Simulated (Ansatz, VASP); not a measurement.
## WC: VASP beside Ansatz

```xyz
2
Lattice="0.0000 2.1927 2.1927 2.1927 0.0000 2.1927 2.1927 2.1927 0.0000" Properties=species:S:1:pos:R:3 pbc="T T T"
W     0.0000    0.0000    0.0000
C     2.1927    2.1927    2.1927
```

Alike in both runs: task relaxation of cell and atoms; functional BLYP; dispersion D3(BJ); k mesh 9 × 9 × 9; occupations methfessel-paxton of order 1, width 0.15 eV; no spin polarisation.

|  | VASP | Ansatz |
| --- | --- | --- |
| version | VASP 6.6.1 | Ansatz 0.2.0 |
| potentials or method | VASP PAW PBE potentials, release 64 (W_sv, C), cutoff 600 eV | plane waves, PAW |
| valence electrons in the cell | 18 | 18 |

|  | VASP | Ansatz | Ansatz less VASP |
| --- | --- | --- | --- |
| relaxed volume (Å³/atom) | 10.46 | 10.40 | -0.065 |
| relaxed cell length with the largest relative difference (Å) | 3.093 | 3.087 | -0.0064 |

VASP's potentials were made for PBE, not for BLYP.

Spin-orbit coupling is off throughout. Noted on VASP's run: too few bands were computed for a metal, which touches its energy and stress.
